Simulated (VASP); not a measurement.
# La3LuO2 (P6/mmm) in VASP: notebook

Runs on La3LuO2. Level: PBE. Tasks: single point.

Everything below comes from runs of VASP 6.6.1. Logs are shortened: lines on timing, memory, paths and dates and some standing lists are left out, and cuts for length are marked.

## Step 1: The cell of the first run

The structure is hexagonal, space group P6/mmm (No. 191). Conventional cell: a = 6.266 Å, b = 6.266 Å, c = 8.490 Å, α = 90.00°, β = 90.00°, γ = 120.00°. La (site symmetry -6m2) has 6 La at 3.62 Å and 6 O at 4.24 Å within 4.8 Å. Within 2.9 Å of La (site symmetry 6/mmm) lie 2 O at 2.21 Å. Lu (site symmetry 6/mmm) has 2 O at 2.04 Å within 2.7 Å. O (site symmetry 6mm) has 1 Lu at 2.04 Å and 1 La at 2.21 Å within 2.7 Å.

## Step 2: Single point, PBE

INCAR

```
SYSTEM = La3LuO2
PREC = Accurate ; ENCUT = 520
EDIFF = 1E-6 ; ISMEAR = 0
SIGMA = 0.1 ; LREAL = .False.
LASPH = .True. ; NELM = 80
ALGO = Normal ; ISIF = 2
LWAVE = .False. ; LCHARG = .False.
GGA = PE ; NBANDS = 44
```

KPOINTS

```
regular mesh
0
Gamma
  3 3 2
  0 0 0
```

POSCAR

```
La3LuO2
1.0
    6.2659351395      0.0000000000      0.0000000000
   -3.1329675697      5.4264590092      0.0000000000
    0.0000000000      0.0000000000      8.4904617758
La Lu O
3 1 2
Direct
    0.3333333333      0.6666666667      0.5000000000
    0.6666666667      0.3333333333      0.5000000000
    1.0000000000      0.0000000000      0.5000000000
    0.0000000000      0.0000000000      0.0000000000
    0.0000000000      0.0000000000      0.2402912579
    0.0000000000      0.0000000000      0.7597087421
```

Potentials or basis: VASP PAW PBE potentials, release 64 (La, Lu, O).

The run is started by

```
$ cat potpaw_PBE.64/La/POTCAR potpaw_PBE.64/Lu/POTCAR potpaw_PBE.64/O/POTCAR > POTCAR
$ mpirun -np 1 vasp_std > vasp.out
```

OUTCAR:

```text
SYSTEM = La3LuO2
   PREC = Accurate
   ENCUT = 520
   EDIFF = 1E-6
   ISMEAR = 0
   LREAL = .False.
   LASPH = .True.
   NELM = 80
   ISIF = 2
   GGA = PE

 ion  position               nearest neighbor table
   1  0.333  0.667  0.500-   2 3.62   3 3.62   2 3.62   3 3.62   3 3.62   2 3.62
   2  0.667  0.333  0.500-   1 3.62   3 3.62   1 3.62   3 3.62   3 3.62   1 3.62
   3  0.000  0.000  0.500-   5 2.21   6 2.21   1 3.62   2 3.62   1 3.62   2 3.62   2 3.62   1 3.62

   4  0.000  0.000  0.000-   5 2.04   6 2.04
   5  0.000  0.000  0.240-   4 2.04   3 2.21
   6  0.000  0.000  0.760-   4 2.04   3 2.21

  LATTYP: Found a hexagonal cell.
 ALAT       =     6.2659351395
 C/A-ratio  =     1.3550190972

  Lattice vectors:

 A1 = (   6.2659351395,   0.0000000000,   0.0000000000)
 A2 = (  -3.1329675697,   5.4264590092,   0.0000000000)
 A3 = (   0.0000000000,   0.0000000000,   8.4904617758)

Analysis of symmetry for initial positions (statically):
=====================================================================
 Subroutine PRICEL returns:
 Original cell was already a primitive cell.

 Routine SETGRP: Setting up the symmetry group for a
 hexagonal supercell.

 Subroutine GETGRP returns: Found 24 space group operations
 (whereof 24 operations were pure point group operations)
 out of a pool of 24 trial point group operations.

The static configuration has the point symmetry D_6h.

Analysis of symmetry for dynamics (positions and initial velocities):
=====================================================================
 Subroutine PRICEL returns:
 Original cell was already a primitive cell.

 Routine SETGRP: Setting up the symmetry group for a
 hexagonal supercell.

 Subroutine GETGRP returns: Found 24 space group operations
 (whereof 24 operations were pure point group operations)
 out of a pool of 24 trial point group operations.

The dynamic configuration has the point symmetry D_6h.

 Subroutine INISYM returns: Found 24 space group operations
 (whereof 24 operations are pure point group operations),
 and found     1 'primitive' translations

----------------------------------------------------------------------------------------

[... 79 lines left out ...]
   ENCUT  =  520.0 eV  38.22 Ry    6.18 a.u.  11.65 11.65 15.79*2*pi/ulx,y,z
   NELM   =     80;   NELMIN=  2; NELMDL= -5     # of ELM steps
   EDIFF  = 0.1E-05   stopping-criterion for ELM
   LREAL  =      F    real-space projection
   EDIFFG = 0.1E-04   stopping-criterion for IOM
   NSW    =      0    number of steps for IOM
   IBRION =     -1    ionic relax: 0-MD 1-quasi-New 2-CG
   NFREE  =      0    steps in history (QN), initial steepest desc. (CG)
   ISIF   =      2    stress and relaxation
   ISYM   =      2    0-nonsym 1-usesym 2-fastsym
   POTIM  = 0.5000    time-step for ionic-motion
   TEBEG  =    0.0;   TEEND  =   0.0 temperature during run
   PSTRESS=    0.0 pullay stress
   NELECT =      70.0000    total number of electrons
   NUPDOWN=      -1.0000    fix difference up-down
   EMIN   =  10.00;   EMAX   =-10.00  energy-range for DOS
   EFERMI =   0.00;   METHOD = LEGACY
   ISMEAR =     0;   SIGMA  =   0.10  broadening in eV -4-tet -1-fermi 0-gaus
   EFERMI_NEDOS =   21; number of points for ismear=-14 and -15
   IALGO  =     38    algorithm
   IMIX   =      4    mixing-type and parameters
     AMIX     =   0.40;   BMIX     =  1.00
     AMIX_MAG =   1.60;   BMIX_MAG =  1.00
  volume/ion in A,a.u.               =      48.12       324.70
  Fermi-wavevector in a.u.,A,eV,Ry     =   1.020852  1.929131 14.179169  1.042140
  Thomas-Fermi vector in A             =   2.154445
   LORBIT       =      0    0 simple, 1 ext, 2 COOP (PROOUT), +10 PAW based schemes
   GGA     = PE    functional components
   LHFCALC =     F    Hartree Fock is set to
   AEXX    =    0.0000 exact exchange contribution
   IVDW    =     0    specifies the selected vdW correction
   LEPSILON=     F    determine dielectric tensor
   LRPA    =     F    only Hartree local field effects (RPA)
 non-spin polarized calculation
 Gauss-broadening in eV      SIGMA  =   0.10
  energy-cutoff  :      520.00
  volume of cell :      288.69
 maximum number of plane-waves:      7813
 NGX is ok and might be reduce to    48
   NGX = 23   NGY = 23   NGZ = 31

 number of electron      69.9999979 magnetization

 Free energy of the ion-electron system (eV)
  ---------------------------------------------------
  ext. energy  EPLUGINS =         0.00000000
  ---------------------------------------------------
  free energy    TOTEN  =       -32.93539122 eV

  energy without entropy =      -32.86343928  energy(sigma->0) =      -32.89941525

 E-fermi :   2.3586     XC(G=0):  -6.9058

 val. band max:        2.2808532580   @ k =   0.3333   0.0000   0.5000
 cond. band min:       2.3681924122   @ k =   0.3333   0.0000   0.0000
 fundamental gap:      0.0873391543
 Fermi energy:         2.3586090734

 k-point     1 :       0.0000    0.0000    0.0000
  band No.  band energies     occupation
      1     -54.4838      2.00000
      2     -31.2997      2.00000
      3     -31.1552      2.00000
      4     -29.5094      2.00000
      5     -25.4046      2.00000
      6     -25.4046      2.00000
[... 271 lines left out ...]
     43       3.3592      0.00000
     44       3.4102      0.00000

------------------------ aborting loop because EDIFF is reached ----------------------------------------

  FORCE on cell =-STRESS in cart. coord.  units (eV):
  Direction    XX          YY          ZZ          XY          YZ          ZX
  --------------------------------------------------------------------------------------
  -------------------------------------------------------------------------------------
  Total        0.1774315      0.1774315      0.3662761      0.0000000      0.0000000     -0.0000000
  in kB        0.9847080      0.9847080      2.0327568      0.0000000      0.0000000     -0.0000000
  external PRESSURE =       1.3340576 kB  Pullay stress =       0.0000000 kB

 VOLUME and BASIS-vectors are now :
 -----------------------------------------------------------------------------
  energy-cutoff  :      520.00
  volume of cell :      288.69
      direct lattice vectors                 reciprocal lattice vectors
     6.265935139  0.000000000  0.000000000     0.159593098  0.092141118  0.000000000
    -3.132967570  5.426459009  0.000000000     0.000000000  0.184282236  0.000000000
     0.000000000  0.000000000  8.490461776     0.000000000  0.000000000  0.117779224

 POSITION                                       TOTAL-FORCE (eV/Angst)
 -----------------------------------------------------------------------------------
     -0.00000      3.61764      4.24523         0.000000     -0.000000      0.000000
      3.13297      1.80882      4.24523        -0.000000      0.000000      0.000000
      0.00000      0.00000      4.24523        -0.000000      0.000000      0.000000
      0.00000      0.00000      0.00000        -0.000000      0.000000      0.000000
      0.00000      0.00000      2.04018        -0.000000      0.000000      0.179818
      0.00000      0.00000      6.45028        -0.000000     -0.000000     -0.179818
 -----------------------------------------------------------------------------------
    total drift:                                0.000000     -0.000000      0.000000

  FREE ENERGIE OF THE ION-ELECTRON SYSTEM (eV)
  ---------------------------------------------------
  free  energy   TOTEN  =       -32.9353912210 eV

  energy  without entropy=      -32.8634392809  energy(sigma->0) =      -32.89941525
```

Run time: 85 s. Hardware: 1 thread of Intel Xeon 6975P-C (Granite Rapids), shared host; peak memory 0.42 GiB.

What came out:

| Quantity | Value |
| --- | --- |
| Free energy | -32.9354 eV |
| Pressure | 0.1 GPa |
| Largest force | 0.180 eV/Å |
| Band gap on the k mesh | zero (band 35 reaches 2.45 eV, above the bottom of band 36 at 2.37 eV) |

Forces in eV/Å, atoms in the order of the input:
```
La   0.000  0.000  0.000
La   0.000  0.000  0.000
La   0.000  0.000  0.000
Lu   0.000  0.000  0.000
O    0.000  0.000  0.180
O    0.000  0.000 -0.180
```

Caveat: the k points lie up to 0.39 Å⁻¹ apart; spin-orbit coupling is left out, which moves the levels of the heavy elements.

## Step 3: Single point, PBE

This run uses another cell than the first one, of 26.58 Å³/atom, 0.552 times its volume.

INCAR

```
PREC = Accurate
ENCUT = 520
EDIFF = 1E-6
ISMEAR = 0
SIGMA = 0.1
LREAL = False
LASPH = True
NELM = 80
ALGO = Normal
ISIF = 2
LWAVE = False
LCHARG = False
GGA = PE
NBANDS = 44
```

KPOINTS

```
Automatic mesh
0
Gamma
  6 6 2
```

POSCAR

```
La3LuO2
1.0
    4.6836905200      0.0000000000      0.0000000000
   -2.3418452600      4.0561949700      0.0000000000
    0.0000000000      0.0000000000      8.3948234300
La Lu O
3 1 2
Direct
    0.3333333300      0.6666666700      0.5000000000
    0.6666666700      0.3333333300      0.5000000000
    0.0000000000      0.0000000000      0.5000000000
    0.0000000000      0.0000000000      0.0000000000
    0.0000000000      0.0000000000      0.2114160500
    0.0000000000      0.0000000000      0.7885839500
```

Potentials or basis: VASP PAW PBE potentials, release 64 (La, Lu, O).

The run is started by

```
$ cat potpaw_PBE.64/La/POTCAR potpaw_PBE.64/Lu/POTCAR potpaw_PBE.64/O/POTCAR > POTCAR
$ mpirun -np 1 vasp_std > vasp.out
```

It took 3.2 min on 1 thread of Intel Xeon 6975P-C (Granite Rapids), shared host; peak memory 0.33 GiB.

It converged, with:

| Quantity | Value |
| --- | --- |
| Free energy | -24.8219 eV |
| Pressure | 32.3 GPa |
| Largest force | 9.939 eV/Å |
| Band gap on the k mesh | zero (band 35 reaches 5.66 eV, above the bottom of band 36 at 5.29 eV) |

Forces on the atoms (eV/Å):
```
La   0.000  0.000  0.000
La   0.000  0.000  0.000
La   0.000  0.000  0.000
Lu   0.000  0.000  0.000
O    0.000  0.000  9.939
O    0.000  0.000 -9.939
```

Stress tensor (GPa, compression positive):
```
32.14  0.00  0.00
 0.00 32.14  0.00
 0.00  0.00 32.51
```

Levels at points of the mesh, in eV from the Fermi level:
```
           k point  band 32  band 33  band 34  band 35  band 36  band 37  band 38  band 39
(0.00, 0.00, 0.00)    -0.67    -0.67    -0.12    -0.04    -0.04     0.60     0.63     2.34
(0.50, 0.00, 0.00)    -1.49    -0.12     0.11     0.18     0.26     0.65     1.02     1.36
(0.00, 0.00, 0.50)    -1.51    -0.68    -0.68     0.29     0.29     0.34     0.60     2.06
(0.50, 0.00, 0.50)    -1.18    -0.95     0.11     0.18     0.18     0.91     1.16     1.28
```

Caveat: the k points lie up to 0.37 Å⁻¹ apart; spin-orbit coupling is left out, which moves the levels of the heavy elements; forces of over 1 eV/Å act on the atoms, so gaps and moduli don't describe the material at rest.
